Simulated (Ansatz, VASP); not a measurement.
Al3RuN in VASP and in Ansatz

```
Al Ru N
1.0
     3.90522    0.00000    0.00000
     0.00000    3.90522    0.00000
     0.00000    0.00000    5.11679
Al Ru N
3 1 1
Direct
  0.00000 0.00000 0.72164
  0.50000 0.00000 0.64555
  0.00000 0.50000 0.64555
  0.50000 0.50000 0.98968
  0.00000 0.00000 0.42379
```

Alike in both runs: task relaxation of cell and atoms; functional PBE; k mesh 4 × 4 × 3; occupations gaussian, width 0.2 eV; collinear spin.

```csv
,VASP,Ansatz
version,VASP 6.6.1,Ansatz 0.2.0
potentials or method,"VASP PAW PBE potentials, release 64 (Al, Ru_pv, N), cutoff 600 eV","scalar-relativistic, plane waves, PAW"
valence electrons in the cell,28,30
```

|  | VASP | Ansatz | Ansatz less VASP |
| --- | --- | --- | --- |
| gap on the k mesh at the Fermi level, each at its own relaxed structure (eV) | none | none | - |
| net moment per atom (μB) | 0.00 | 0.00 | 0.000 |
| relaxed volume (Å³/atom) | 13.99 | 14.05 | +0.059 |
| relaxed length of the cell vector where the two differ most in proportion (Å) | 5.262 | 5.286 | +0.0246 |

A gap of «none» marks a metal or a gap that the smearing closes. VASP's potentials hold 28 valence electrons a cell and Ansatz's 30, so a difference there can come from the potentials and not from the codes. Ansatz's warnings: seeded moment not kept.

The k mesh is coarse, so the values compare programs but aren't converged.
